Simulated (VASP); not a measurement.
# PbSe (R-3m) in VASP: single point with HSE06

Aim: the single point of PbSe with HSE06.

Program: VASP 6.6.1. These are calculated values, not measurements. Logs are shortened: lines on timing, memory, paths and dates and some standing lists are left out, and cuts for length are marked.

## Step 1: The cell of the first run

It takes space group R-3m (No. 166, trigonal). Conventional cell: a = 4.368 Å, b = 4.368 Å, c = 10.593 Å, α = 90.00°, β = 90.00°, γ = 120.00°. Pb (site symmetry -3m) has 6 Se at 3.08 Å within 4.1 Å. Within 4.1 Å of Se (site symmetry -3m) lie 6 Pb at 3.08 Å.

## Step 2: Single point, HSE06 (strain along [111] -1.0%)

The input, POSCAR:

```
PbSe
1.0
   -0.0205913481      3.0681108710      3.0681108710
    3.0681108710     -0.0205913481      3.0681108710
    3.0681108710      3.0681108710     -0.0205913481
Pb Se
1 1
Direct
    0.0000000000      0.0000000000      0.0000000000
    0.5000000000      0.5000000000      0.5000000000
```

The input, INCAR.step1:

```
SYSTEM = PbSe
  PREC = Accurate
  ENCUT = 400
  EDIFF = 1E-5
  ISMEAR = 0
  SIGMA = 0.01
  LREAL = .False.
  LASPH = .True.
  NELM = 120
  ALGO = Normal
  ISIF = 2
  LWAVE = .True.
  LCHARG = .False.
  NBANDS = 17
  GGA = PE
  GGA_COMPAT = .False.
  KPAR = 4
```

The input, INCAR.step2:

```
SYSTEM = PbSe
  PREC = Accurate
  ENCUT = 400
  EDIFF = 1E-6
  ISMEAR = 0
  SIGMA = 0.01
  LREAL = .False.
  LASPH = .True.
  NELM = 120
  ALGO = Normal
  ISIF = 2
  LWAVE = .False.
  LCHARG = .False.
  GGA = PE
  LHFCALC = .True.
  HFSCREEN = 0.2079
  PRECFOCK = Normal
  NBANDS = 17
  ISTART = 1
  GGA_COMPAT = .False.
  KPAR = 4
```

The input, KPOINTS:

```
Automatic mesh
0
Gamma
  6 6 6
  0 0 0
```

Potentials or basis: VASP PAW PBE potentials, release 64 (Pb_d, Se).

Command:

```bash
cat potpaw_PBE.64/Pb_d/POTCAR potpaw_PBE.64/Se/POTCAR > POTCAR
cp INCAR.step1 INCAR
mpirun -np 4 vasp_std > vasp.out
cp INCAR.step2 INCAR
mpirun -np 4 vasp_std > vasp.out
```

OUTCAR:

```text
SYSTEM = PbSe
   PREC = Accurate
   ENCUT = 400
   EDIFF = 1E-6
   ISMEAR = 0
   LREAL = .False.
   LASPH = .True.
   NELM = 120
   ISIF = 2
   GGA = PE
   LHFCALC = .True.
   HFSCREEN = 0.2079
   PRECFOCK = Normal
   ISTART = 1

 ion  position               nearest neighbor table
   1  0.000  0.000  0.000-   2 3.08   2 3.08   2 3.08   2 3.08   2 3.08   2 3.08
   2  0.500  0.500  0.500-   1 3.08   1 3.08   1 3.08   1 3.08   1 3.08   1 3.08

  LATTYP: Found a trigonal (rhomboedric) cell.
 ALAT       =     4.3390128644
 COS(alpha) =     0.4932774813

  Lattice vectors:

 A1 = (  -0.0205913481,   3.0681108710,   3.0681108710)
 A2 = (   3.0681108710,  -0.0205913481,   3.0681108710)
 A3 = (   3.0681108710,   3.0681108710,  -0.0205913481)

Analysis of symmetry for initial positions (statically):
=====================================================================
 Subroutine PRICEL returns:
 Original cell was already a primitive cell.

 Routine SETGRP: Setting up the symmetry group for a
 trigonal (rhombohedral) supercell.

 Subroutine GETGRP returns: Found 12 space group operations
 (whereof 12 operations were pure point group operations)
 out of a pool of 12 trial point group operations.

The static configuration has the point symmetry D_3d.

Analysis of symmetry for dynamics (positions and initial velocities):
=====================================================================
 Subroutine PRICEL returns:
 Original cell was already a primitive cell.

 Routine SETGRP: Setting up the symmetry group for a
 trigonal (rhombohedral) supercell.

 Subroutine GETGRP returns: Found 12 space group operations
 (whereof 12 operations were pure point group operations)
 out of a pool of 12 trial point group operations.

The dynamic configuration has the point symmetry D_3d.

 Subroutine INISYM returns: Found 12 space group operations
 (whereof 12 operations are pure point group operations),
 and found     1 'primitive' translations

----------------------------------------------------------------------------------------

                                     Primitive cell

  volume of cell :      58.3436

  direct lattice vectors                    reciprocal lattice vectors
    -0.020591348  3.068110871  3.068110871    -0.161335235  0.162425338  0.162425338
     3.068110871 -0.020591348  3.068110871     0.162425338 -0.161335235  0.162425338
     3.068110871  3.068110871 -0.020591348     0.162425338  0.162425338 -0.161335235

  length of vectors
     4.339012864  4.339012864  4.339012864     0.280700978  0.280700978  0.280700978

  position of ions in fractional coordinates (direct lattice)
     0.000000000  0.000000000  0.000000000
     0.500000000  0.500000000  0.500000000

  ion indices of the primitive-cell ions
   primitive index   ion index
                 1           1
                 2           2

----------------------------------------------------------------------------------------

 KPOINTS: Automatic mesh

Automatic generation of k-mesh.
 Grid dimensions read from file:
 generate k-points for:    6    6    6

 Generating k-lattice:

  Cartesian coordinates                     Fractional coordinates (reciprocal lattice)
    -0.026889206  0.027070890  0.027070890     0.166666667  0.000000000  0.000000000
     0.027070890 -0.026889206  0.027070890     0.000000000  0.166666667  0.000000000
     0.027070890  0.027070890 -0.026889206     0.000000000  0.000000000  0.166666667

  Length of vectors
     0.046783496  0.046783496  0.046783496

  Shift w.r.t. Gamma in fractional coordinates (k-lattice)
     0.000000000  0.000000000  0.000000000

 Subroutine IBZKPT returns following result:
 ===========================================

 Found     32 irreducible k-points:

 Following reciprocal coordinates:
            Coordinates               Weight
  0.000000  0.000000  0.000000      1.000000
  0.166667  0.000000 -0.000000      6.000000
  0.333333 -0.000000 -0.000000      6.000000
  0.500000  0.000000 -0.000000      3.000000
  0.166667  0.166667 -0.000000      6.000000
  0.333333  0.166667 -0.000000     12.000000
[... 16 lines left out ...]
  0.500000  0.500000  0.166667      6.000000
 -0.333333  0.500000  0.166667     12.000000
 [... further k-points ...]
   k-points           NKPTS =     32   k-points in BZ     NKDIM =    216   number of bands    NBANDS=     17
   number of dos      NEDOS =    301   number of ions     NIONS =      2
   total plane-waves  NPLWV =  21952
   dimension x,y,z NGX =    28 NGY =   28 NGZ =   28
   dimension x,y,z NGXF=    56 NGYF=   56 NGZF=   56
   ions per type =               1   1
   NGX,Y,Z   is equivalent  to a cutoff of  10.73, 10.73, 10.73 a.u.
   NGXF,Y,Z  is equivalent  to a cutoff of  21.46, 21.46, 21.46 a.u.
 SYSTEM =  PbSe
   PREC   = accura    normal or accurate (medium, high low for compatibility)
   ISTART =      1    job   : 0-new  1-cont  2-samecut
   ICHARG =      0    charge: 1-file 2-atom 10-const
   ISPIN  =      1    spin polarized calculation?
   LNONCOLLINEAR =      F non collinear calculations
   LSORBIT =      F    spin-orbit coupling
   LASPH  =      T    aspherical Exc in radial PAW
   ENCUT  =  400.0 eV  29.40 Ry    5.42 a.u.   7.08  7.08  7.08*2*pi/ulx,y,z
   NELM   =    120;   NELMIN=  2; NELMDL=  0     # of ELM steps
   EDIFF  = 0.1E-05   stopping-criterion for ELM
   LREAL  =      F    real-space projection
   EDIFFG = 0.1E-04   stopping-criterion for IOM
   NSW    =      0    number of steps for IOM
   IBRION =     -1    ionic relax: 0-MD 1-quasi-New 2-CG
   NFREE  =      0    steps in history (QN), initial steepest desc. (CG)
   ISIF   =      2    stress and relaxation
   ISYM   =      3    0-nonsym 1-usesym 2-fastsym
   POTIM  = 0.5000    time-step for ionic-motion
   TEBEG  =    0.0;   TEEND  =   0.0 temperature during run
   PSTRESS=    0.0 pullay stress
   NELECT =      20.0000    total number of electrons
   NUPDOWN=      -1.0000    fix difference up-down
   EMIN   =  10.00;   EMAX   =-10.00  energy-range for DOS
   EFERMI =   0.00;   METHOD = LEGACY
   ISMEAR =     0;   SIGMA  =   0.01  broadening in eV -4-tet -1-fermi 0-gaus
   EFERMI_NEDOS =   21; number of points for ismear=-14 and -15
   IALGO  =     38    algorithm
   IMIX   =      1    mixing-type and parameters
     AMIX     =   0.40;   BMIX     =  1.00
     AMIX_MAG =   1.60;   BMIX_MAG =  1.00
  volume/ion in A,a.u.               =      29.17       196.86
  Fermi-wavevector in a.u.,A,eV,Ry     =   1.145743  2.165140 17.860723  1.312726
  Thomas-Fermi vector in A             =   2.282430
   LORBIT       =      0    0 simple, 1 ext, 2 COOP (PROOUT), +10 PAW based schemes
   GGA     = PE    functional components
   LHFCALC =     T    Hartree Fock is set to
   PRECFOCK=normal    Normal, Fast or Accurate (Low or Medium for compatibility)
   ENCUT4O =  -1.0   cutoff for four orbital integrals eV
   NKREDX  =     1    reduce k-point grid by
   NKREDY  =     1    reduce k-point grid by
   NKREDZ  =     1    reduce k-point grid by
   AEXX    =    0.2500 exact exchange contribution
   HFSCREEN=    0.2079 screening length (either q_TF or 0.3 A-1)
   HFSCREENC=   0.2079 screening length for correlation (either q_TF or 0.3 A-1)
   ENCUTFOCK=  -1.0 apply spherical cutoff to Coloumb kernel
   IVDW    =     0    specifies the selected vdW correction
   LEPSILON=     F    determine dielectric tensor
   LRPA    =     F    only Hartree local field effects (RPA)
 non-spin polarized calculation
 Gauss-broadening in eV      SIGMA  =   0.01
  energy-cutoff  :      400.00
  volume of cell :       58.34
 maximum number of plane-waves:      1070
  NGX = 24; NGY = 24; NGZ = 24

 number of electron      20.0000007 magnetization

 Free energy of the ion-electron system (eV)
  ---------------------------------------------------
  ext. energy  EPLUGINS =         0.00000000
  ---------------------------------------------------
  free energy    TOTEN  =        -9.73742147 eV

  energy without entropy =       -9.73742147  energy(sigma->0) =       -9.73742147

 E-fermi :   4.6540     XC(G=0):  -7.8668

 val. band max:        4.5730412012   @ k =   0.5000   0.0000  -0.0000
 cond. band min:       5.2729259551   @ k =   0.5000   0.5000   0.5000
 fundamental gap:      0.6998847539
 Fermi energy:         4.6539669040

 k-point     1 :       0.0000    0.0000    0.0000
  band No.  band energies     occupation
      1     -14.0347      2.00000
      2     -14.0347      2.00000
      3     -14.0302      2.00000
      4     -14.0284      2.00000
      5     -14.0284      2.00000
      6     -10.3111      2.00000
[... 9 lines left out ...]
     16      11.8529      0.00000
     17      13.4672      0.00000

 k-point     2 :       0.1667    0.0000   -0.0000
  band No.  band energies     occupation
      1     -14.0414      2.00000
      2     -14.0399      2.00000
      3     -14.0280      2.00000
      4     -14.0233      2.00000
      5     -14.0211      2.00000
      6     -10.0904      2.00000
[... 9 lines left out ...]
     16      12.4476      0.00000
     17      15.2156      0.00000

 k-point     3 :       0.3333   -0.0000   -0.0000
  band No.  band energies     occupation
      1     -14.0548      2.00000
      2     -14.0524      2.00000
      3     -14.0269      2.00000
      4     -14.0081      2.00000
      5     -14.0064      2.00000
      6      -9.5457      2.00000
[... 9 lines left out ...]
     16      13.9809      0.00000
     17      17.2201      0.00000

 k-point     4 :       0.5000    0.0000   -0.0000
  band No.  band energies     occupation
      1     -14.0615      2.00000
      2     -14.0587      2.00000
      3     -14.0265      2.00000
      4     -14.0005      2.00000
      5     -13.9991      2.00000
      6      -9.1835      2.00000
[... 9 lines left out ...]
     16      15.5243      0.00000
     17      15.7723      0.00000
[... 343 lines left out ...]
      1     -14.0996      2.00000
      2     -14.0386      2.00000
      3     -14.0294      2.00000
      4     -14.0045      2.00000
      5     -13.9992      2.00000
      6      -9.1289      2.00000
[... 9 lines left out ...]
     16      15.7159      0.00000
     17      15.9764      0.00000

 k-point    23 :       0.5000    0.5000    0.1667
  band No.  band energies     occupation
      1     -14.1339      2.00000
      2     -14.0383      2.00000
      3     -14.0261      2.00000
      4     -13.9966      2.00000
      5     -13.9915      2.00000
      6      -8.8938      2.00000
[... 9 lines left out ...]
     16      16.6905      0.00000
     17      17.4281      0.00000

 k-point    24 :      -0.3333    0.5000    0.1667
  band No.  band energies     occupation
      1     -14.1350      2.00000
      2     -14.0324      2.00000
      3     -14.0307      2.00000
      4     -14.0032      2.00000
      5     -13.9879      2.00000
      6      -8.7666      2.00000
[... 9 lines left out ...]
     16      17.1025      0.00000
     17      18.1896      0.00000

 [... further k-points ...]

------------------------ aborting loop because EDIFF is reached ----------------------------------------

  FORCE on cell =-STRESS in cart. coord.  units (eV):
  Direction    XX          YY          ZZ          XY          YZ          ZX
  --------------------------------------------------------------------------------------
  -------------------------------------------------------------------------------------
  Total        0.0828333      0.0828333      0.0828333      0.0461852      0.0461852      0.0461852
  in kB        2.2746894      2.2746894      2.2746894      1.2682938      1.2682938      1.2682938
  external PRESSURE =       2.2746894 kB  Pullay stress =       0.0000000 kB

 VOLUME and BASIS-vectors are now :
 -----------------------------------------------------------------------------
  energy-cutoff  :      400.00
  volume of cell :       58.34
      direct lattice vectors                 reciprocal lattice vectors
    -0.020591348  3.068110871  3.068110871    -0.161335235  0.162425338  0.162425338
     3.068110871 -0.020591348  3.068110871     0.162425338 -0.161335235  0.162425338
     3.068110871  3.068110871 -0.020591348     0.162425338  0.162425338 -0.161335235

 POSITION                                       TOTAL-FORCE (eV/Angst)
 -----------------------------------------------------------------------------------
      0.00000      0.00000      0.00000         0.000000     -0.000000     -0.000000
      3.05782      3.05782      3.05782        -0.000000      0.000000      0.000000
 -----------------------------------------------------------------------------------
    total drift:                               -0.000001      0.000001     -0.000002

  FREE ENERGIE OF THE ION-ELECTRON SYSTEM (eV)
  ---------------------------------------------------
  free  energy   TOTEN  =        -9.7374214749 eV

  energy  without entropy=       -9.7374214749  energy(sigma->0) =       -9.73742147
```

Run time: 23 min. Hardware: 4 MPI ranks of Intel Xeon Platinum 8488C (Sapphire Rapids), shared host; peak memory 0.27 GiB.

What came out:

* Free energy: -9.7374 eV
* Pressure: 0.2 GPa
* Band gap on the k mesh: 0.70 eV (least direct gap 0.76 eV)

Caveat: the cell differs from its parent crystal (strain along [111] -1.0%); the PAW data sets were made with another functional, which shifts forces and pressure a little; spin-orbit coupling is left out, which moves the levels of the heavy elements. A k mesh can miss the band edges.
